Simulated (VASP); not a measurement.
Set up this calculation in VASP 6.6.1, as the native input.

```
Task                   : single point
Functional             : PBE
Potentials or basis    : VASP PAW PBE potentials, release 64 (Sn_d, Se)
Cutoff                 : 520 eV
k mesh                 : 7 × 7 × 4
Occupations            : methfessel-paxton, width 0.02 eV
Spin                   : no spin polarisation
Dipole correction      : no
Further INCAR settings : ALGO = Normal; EDIFF = 1e-07; NBANDS = 20
```

The structure of SnSe2 lies in POSCAR:

```
SnSe2
1.0
    3.8732283330      0.0000000000      0.0000000000
   -1.9366141665      3.3543141311      0.0000000000
    0.0000000000      0.0000000000      6.9542543204
Sn Se
1 2
Direct
    0.0000000000      0.0000000000      0.0000000000
    0.3333333333      0.6666666667      0.2292132816
    0.6666666667      0.3333333333      0.7707867184
```

One way to write it, as run:

INCAR

```
  ALGO = Normal
  EDIFF = 1E-7
  ENCUT = 520
  GGA = PE
  ISIF = 2
  ISMEAR = 1
  LASPH = True
  LCHARG = False
  LREAL = False
  LWAVE = False
  NBANDS = 20
  NELM = 60
  PREC = Accurate
  SIGMA = 0.02
```

KPOINTS

```
k-points
0
Gamma
  7 7 4
```

Potentials or basis: VASP PAW PBE potentials, release 64 (Sn_d, Se).

Run with:

```sh
$ cat potpaw_PBE.64/Sn_d/POTCAR potpaw_PBE.64/Se/POTCAR > POTCAR
$ mpirun -np 1 vasp_std > vasp.out
```

It gave:

| Property | Result |
| --- | --- |
| Pressure | 0.1 GPa |
| Largest force | 0.010 eV/Å |
| Band gap on the k mesh | 0.79 eV (least direct gap 1.13 eV) |

Caveat: spin-orbit coupling is left out, which moves the levels of the heavy elements; an odd mesh through Γ misses points on the zone boundary, where band edges can lie; this functional lacks dispersion, which binds the layers, so the pressure and a relaxed spacing across them are unreliable.

It took 110 s on 1 thread of Intel Xeon 8259CL, with other jobs on the host, peak memory 0.23 GiB.
